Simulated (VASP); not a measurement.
# Ni (Pm-3m) in VASP: a series of runs, part 2 of 2

VASP 6.6.1.

**6. Single point, revPBE (13.41 Å³/atom)**

This run uses another cell than the first one, of 13.41 Å³/atom.

INCAR reads:

```
SYSTEM = Ni
PREC = Accurate
ENCUT = 600
EDIFF = 1E-6
ISMEAR = -1
SIGMA = 0.1
LREAL = .False.
LASPH = .True.
NELM = 120
ALGO = Normal
ISIF = 2
LWAVE = .False.
LCHARG = .False.
GGA = RE
NBANDS = 11
GGA_COMPAT = .False.
```

KPOINTS reads:

```
regular mesh
0
Gamma
  15 15 15
  0 0 0
```

POSCAR reads:

```
Ni
1.0
    2.3755541380      0.0000000000      0.0000000000
    0.0000000000      2.3755541380      0.0000000000
    0.0000000000      0.0000000000      2.3755541380
Ni
1
Direct
    0.0000000000      0.0000000000      0.0000000000
```

Potentials or basis: VASP PAW PBE potentials, release 64 (Ni).

Launch:

```bash
cat potpaw_PBE.64/Ni/POTCAR > POTCAR
mpirun -np 1 vasp_std > vasp.out
```

OUTCAR:

```text
SYSTEM = Ni
   PREC = Accurate
   ENCUT = 600
   EDIFF = 1E-6
   ISMEAR = -1
   LREAL = .False.
   LASPH = .True.
   NELM = 120
   ISIF = 2
   GGA = RE

 ion  position               nearest neighbor table
   1  0.000  0.000  0.000-

  LATTYP: Found a simple cubic cell.
 ALAT       =     2.3755541380

  Lattice vectors:

 A1 = (   2.3755541380,   0.0000000000,   0.0000000000)
 A2 = (   0.0000000000,   2.3755541380,   0.0000000000)
 A3 = (   0.0000000000,   0.0000000000,   2.3755541380)

Analysis of symmetry for initial positions (statically):
=====================================================================
 Subroutine PRICEL returns:
 Original cell was already a primitive cell.

 Routine SETGRP: Setting up the symmetry group for a
 simple cubic supercell.

 Subroutine GETGRP returns: Found 48 space group operations
 (whereof 48 operations were pure point group operations)
 out of a pool of 48 trial point group operations.

The static configuration has the point symmetry O_h .

Analysis of symmetry for dynamics (positions and initial velocities):
=====================================================================
 Subroutine PRICEL returns:
 Original cell was already a primitive cell.

 Routine SETGRP: Setting up the symmetry group for a
 simple cubic supercell.

 Subroutine GETGRP returns: Found 48 space group operations
 (whereof 48 operations were pure point group operations)
 out of a pool of 48 trial point group operations.

The dynamic configuration has the point symmetry O_h .

 Subroutine INISYM returns: Found 48 space group operations
 (whereof 48 operations are pure point group operations),
 and found     1 'primitive' translations

----------------------------------------------------------------------------------------

                                     Primitive cell

  volume of cell :      13.4059

  direct lattice vectors                    reciprocal lattice vectors
     2.375554138  0.000000000  0.000000000     0.420954414  0.000000000  0.000000000
     0.000000000  2.375554138  0.000000000     0.000000000  0.420954414  0.000000000
     0.000000000  0.000000000  2.375554138     0.000000000  0.000000000  0.420954414

  length of vectors
     2.375554138  2.375554138  2.375554138     0.420954414  0.420954414  0.420954414

  position of ions in fractional coordinates (direct lattice)
     0.000000000  0.000000000  0.000000000

  ion indices of the primitive-cell ions
   primitive index   ion index
                 1           1

----------------------------------------------------------------------------------------

 KPOINTS: regular mesh

Automatic generation of k-mesh.
 Grid dimensions read from file:
 generate k-points for:   15   15   15

 Generating k-lattice:

  Cartesian coordinates                     Fractional coordinates (reciprocal lattice)
     0.028063628  0.000000000  0.000000000     0.066666667  0.000000000  0.000000000
     0.000000000  0.028063628  0.000000000     0.000000000  0.066666667  0.000000000
     0.000000000  0.000000000  0.028063628     0.000000000  0.000000000  0.066666667

  Length of vectors
     0.028063628  0.028063628  0.028063628

  Shift w.r.t. Gamma in fractional coordinates (k-lattice)
     0.000000000  0.000000000  0.000000000

 Subroutine IBZKPT returns following result:
 ===========================================

 Found    120 irreducible k-points:

 Following reciprocal coordinates:
            Coordinates               Weight
  0.000000  0.000000  0.000000      1.000000
  0.066667  0.000000  0.000000      6.000000
  0.133333  0.000000  0.000000      6.000000
  0.200000  0.000000  0.000000      6.000000
  0.266667  0.000000  0.000000      6.000000
  0.333333  0.000000  0.000000      6.000000
[... 16 lines left out ...]
  0.266667  0.200000  0.000000     24.000000
  0.333333  0.200000  0.000000     24.000000
 [... further k-points ...]
   k-points           NKPTS =    120   k-points in BZ     NKDIM =    120   number of bands    NBANDS=     11
   number of dos      NEDOS =    301   number of ions     NIONS =      1
   total plane-waves  NPLWV =   8000
   dimension x,y,z NGX =    20 NGY =   20 NGZ =   20
   dimension x,y,z NGXF=    40 NGYF=   40 NGZF=   40
   ions per type =               1
   NGX,Y,Z   is equivalent  to a cutoff of  14.00, 14.00, 14.00 a.u.
   NGXF,Y,Z  is equivalent  to a cutoff of  27.99, 27.99, 27.99 a.u.
 SYSTEM =  Ni
   PREC   = accura    normal or accurate (medium, high low for compatibility)
   ISTART =      0    job   : 0-new  1-cont  2-samecut
   ICHARG =      2    charge: 1-file 2-atom 10-const
   ISPIN  =      1    spin polarized calculation?
   LNONCOLLINEAR =      F non collinear calculations
   LSORBIT =      F    spin-orbit coupling
   LASPH  =      T    aspherical Exc in radial PAW
   ENCUT  =  600.0 eV  44.10 Ry    6.64 a.u.   4.74  4.74  4.74*2*pi/ulx,y,z
   NELM   =    120;   NELMIN=  2; NELMDL= -5     # of ELM steps
   EDIFF  = 0.1E-05   stopping-criterion for ELM
   LREAL  =      F    real-space projection
   EDIFFG = 0.1E-04   stopping-criterion for IOM
   NSW    =      0    number of steps for IOM
   IBRION =     -1    ionic relax: 0-MD 1-quasi-New 2-CG
   NFREE  =      0    steps in history (QN), initial steepest desc. (CG)
   ISIF   =      2    stress and relaxation
   ISYM   =      2    0-nonsym 1-usesym 2-fastsym
   POTIM  = 0.5000    time-step for ionic-motion
   TEBEG  =    0.0;   TEEND  =   0.0 temperature during run
   PSTRESS=    0.0 pullay stress
   NELECT =      10.0000    total number of electrons
   NUPDOWN=      -1.0000    fix difference up-down
   EMIN   =  10.00;   EMAX   =-10.00  energy-range for DOS
   EFERMI =   0.00;   METHOD = LEGACY
   ISMEAR =    -1;   SIGMA  =   0.10  broadening in eV -4-tet -1-fermi 0-gaus
   EFERMI_NEDOS =   21; number of points for ismear=-14 and -15
   IALGO  =     38    algorithm
   IMIX   =      4    mixing-type and parameters
     AMIX     =   0.40;   BMIX     =  1.00
     AMIX_MAG =   1.60;   BMIX_MAG =  1.00
  volume/ion in A,a.u.               =      13.41        90.47
  Fermi-wavevector in a.u.,A,eV,Ry     =   1.484715  2.805705 29.992411  2.204380
  Thomas-Fermi vector in A             =   2.598218
   LORBIT       =      0    0 simple, 1 ext, 2 COOP (PROOUT), +10 PAW based schemes
   GGA     = RE    functional components
   LHFCALC =     F    Hartree Fock is set to
   AEXX    =    0.0000 exact exchange contribution
   IVDW    =     0    specifies the selected vdW correction
   LEPSILON=     F    determine dielectric tensor
   LRPA    =     F    only Hartree local field effects (RPA)
 non-spin polarized calculation
  energy-cutoff  :      600.00
  volume of cell :       13.41
 maximum number of plane-waves:       462
 NGX is ok and might be reduce to    20
   NGX =  9   NGY =  9   NGZ =  9

 number of electron      10.0000005 magnetization

 Free energy of the ion-electron system (eV)
  ---------------------------------------------------
  ext. energy  EPLUGINS =         0.00000000
  ---------------------------------------------------
  free energy    TOTEN  =        -4.39591867 eV

  energy without entropy =       -4.31399335  energy(sigma->0) =       -4.35495601

 E-fermi :   6.7492     XC(G=0): -11.8770

 val. band max:        6.7487433121   @ k =   0.4000   0.4000   0.0667
 cond. band min:       6.7519789888   @ k =   0.1333   0.0667   0.0000
 fundamental gap:      0.0032356766
 Fermi energy:         6.7492181190

 k-point     1 :       0.0000    0.0000    0.0000
  band No.  band energies     occupation
      1      -0.7554      2.00000
      2       3.7528      2.00000
      3       3.7528      2.00000
      4       6.7805      0.84469
      5       6.7805      0.84469
      6       6.7805      0.84469
      7      25.5695      0.00000
      8      25.5695      0.00000
      9      25.5695      0.00000
     10      29.2014      0.00000
     11      29.2014      0.00000
[... 309 lines left out ...]
 k-point    24 :       0.3333    0.2000    0.0000
  band No.  band energies     occupation
      1       2.7853      2.00000
      2       4.3088      2.00000
      3       4.9809      2.00000
      4       6.1095      1.99667
      5       6.3014      1.97755
      6       6.5317      1.79599
      7      14.4872      0.00000
      8      21.7097      0.00000
      9      29.9587      0.00000
     10      30.7810      0.00000
     11      31.8706      0.00000

 [... further k-points ...]

------------------------ aborting loop because EDIFF is reached ----------------------------------------

  FORCE on cell =-STRESS in cart. coord.  units (eV):
  Direction    XX          YY          ZZ          XY          YZ          ZX
  --------------------------------------------------------------------------------------
  -------------------------------------------------------------------------------------
  Total       -0.3994664     -0.3994664     -0.3994664     -0.0000000      0.0000000     -0.0000000
  in kB      -47.7414927    -47.7414927    -47.7414927     -0.0000000      0.0000000     -0.0000000
  external PRESSURE =     -47.7414927 kB  Pullay stress =       0.0000000 kB

 VOLUME and BASIS-vectors are now :
 -----------------------------------------------------------------------------
  energy-cutoff  :      600.00
  volume of cell :       13.41
      direct lattice vectors                 reciprocal lattice vectors
     2.375554138  0.000000000  0.000000000     0.420954414  0.000000000  0.000000000
     0.000000000  2.375554138  0.000000000     0.000000000  0.420954414  0.000000000
     0.000000000  0.000000000  2.375554138     0.000000000  0.000000000  0.420954414

 POSITION                                       TOTAL-FORCE (eV/Angst)
 -----------------------------------------------------------------------------------
      0.00000      0.00000      0.00000         0.000000      0.000000      0.000000
 -----------------------------------------------------------------------------------
    total drift:                                0.000000      0.000000      0.000000

  FREE ENERGIE OF THE ION-ELECTRON SYSTEM (eV)
  ---------------------------------------------------
  free  energy   TOTEN  =        -4.3959186712 eV

  energy  without entropy=       -4.3139933519  energy(sigma->0) =       -4.35495601
```

OSZICAR:

```text
N       E                     dE             d eps       ncg     rms          rms(c)
DAV:   1     0.335518627850E+02    0.33552E+02   -0.54965E+03  2664   0.132E+03
DAV:   2    -0.396650883481E+01   -0.37518E+02   -0.35883E+02  2737   0.178E+02
DAV:   3    -0.511112676614E+01   -0.11446E+01   -0.11321E+01  3057   0.361E+01
DAV:   4    -0.512137517095E+01   -0.10248E-01   -0.10244E-01  2948   0.310E+00
DAV:   5    -0.512158509893E+01   -0.20993E-03   -0.20992E-03  3021   0.429E-01    0.761E+00
DAV:   6    -0.482060317396E+01    0.30098E+00   -0.12774E+01  3042   0.490E+01    0.645E+00
DAV:   7    -0.440582548553E+01    0.41478E+00   -0.30106E+00  3021   0.220E+01    0.128E+00
DAV:   8    -0.439703503824E+01    0.87904E-02   -0.12037E-02  3606   0.953E-01    0.394E-01
DAV:   9    -0.439590470138E+01    0.11303E-02   -0.30933E-03  3342   0.454E-01    0.677E-02
DAV:  10    -0.439591930211E+01   -0.14601E-04   -0.53935E-05  2818   0.892E-02    0.144E-02
DAV:  11    -0.439591867119E+01    0.63092E-06   -0.11351E-06  2041   0.121E-02
   1 F= -.43959187E+01 E0= -.43549560E+01  d E =-.819253E-01
```

stdout:

```text
POSCAR found type information on POSCAR Ni
 POSCAR found :  1 types and       1 ions
 scaLAPACK will be used
 -----------------------------------------------------------------------------
|                                                                             |
|                                                                             |
|     You enforced a specific xc type in the INCAR file but a different       |
|     I HOPE YOU KNOW WHAT YOU ARE DOING!                                     |
|                                                                             |
 -----------------------------------------------------------------------------

 LDA part: xc-table for (Slater+PW92), standard interpolation
 POSCAR, INCAR and KPOINTS ok, starting setup
 FFT: planning ... GRIDC
 FFT: planning ... GRID_SOFT
 FFT: planning ... GRID
 WAVECAR not read
 entering main loop
```

Wall time 8.8 s (1 thread of Intel Xeon Platinum 8488C (Sapphire Rapids), shared host); peak memory 0.13 GiB.

Results:

```
Free energy            : -4.3959 eV
Pressure               : -4.8 GPa
Band gap on the k mesh : zero (bands 5 and 6 overlap by 1.06 eV)
```

Caveat: the cell stands under tension; the PAW data sets were made with another functional, which shifts forces and pressure a little; the run has no spin polarisation, though such a crystal can be magnetic.

**7. Summary**

```csv
cell,k mesh,gap on the mesh (eV),pressure (GPa)
"a = 2.280 Å, 1 atom",15 × 15 × 15,none,13.4
"a = 2.313 Å, 1 atom",15 × 15 × 15,none,5.9
"a = 2.345 Å, 1 atom",14 × 14 × 14,none,0.0
"a = 2.345 Å, 1 atom",15 × 15 × 15,none,-0.1
"a = 2.376 Å, 1 atom",15 × 15 × 15,none,-4.8
```

Alike in all rows: task single point; level revPBE; potentials or basis VASP PAW PBE potentials, release 64 (Ni); no spin polarisation; cutoff (eV) 600; smearing fermi-dirac 0.1 eV.

Caveats: the PAW data sets were made with another functional, which shifts forces and pressure a little; the run has no spin polarisation, though such a crystal can be magnetic; the cell stands under pressure (at least some runs); the cell stands under tension (at least some runs).

Total energies depend on the potentials used, so only differences within one code and one set of settings carry meaning.
